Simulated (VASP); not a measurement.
Sr: single point with BLYP

Sr:

```
CELL_PARAMETERS angstrom
4.25465 0.00000 0.00000
-2.12732 3.68463 0.00000
0.00000 0.00000 6.95065
ATOMIC_POSITIONS crystal
Sr 0.33333 0.66667 0.25000
Sr 0.66667 0.33333 0.75000
```

This isn't the form of Sr at room conditions, which is fcc.

```
Program             : VASP 6.6.1
Task                : single point
Functional          : BLYP
Potentials or basis : VASP PAW PBE potentials, release 64 (Sr_sv)
Cutoff              : 520 eV
k mesh              : 10 × 10 × 5
Occupations         : fermi-dirac, width 0.1 eV
Spin                : no spin polarisation
```

```
Pressure               : 0.5 GPa
Band gap on the k mesh : zero (bands 10 and 11 overlap by 0.11 eV)
```

Levels at points of the mesh, in eV from the Fermi level:
```csv
k point,band 7,band 8,band 9,band 10,band 11,band 12,band 13,band 14
"(0.00, 0.00, 0.00)",-18.62,-18.62,-3.62,-1.15,0.20,2.16,2.16,2.16
"(0.50, 0.00, 0.00)",-18.66,-18.65,-1.11,-0.48,0.05,0.23,1.31,1.86
```

It took 56 s on 1 thread of AMD EPYC 9R45 96-Core Processor (Zen 5) (shared host), peak memory 0.22 GiB.

Caveat: the PAW data sets were made with another functional, which shifts forces and pressure a little.
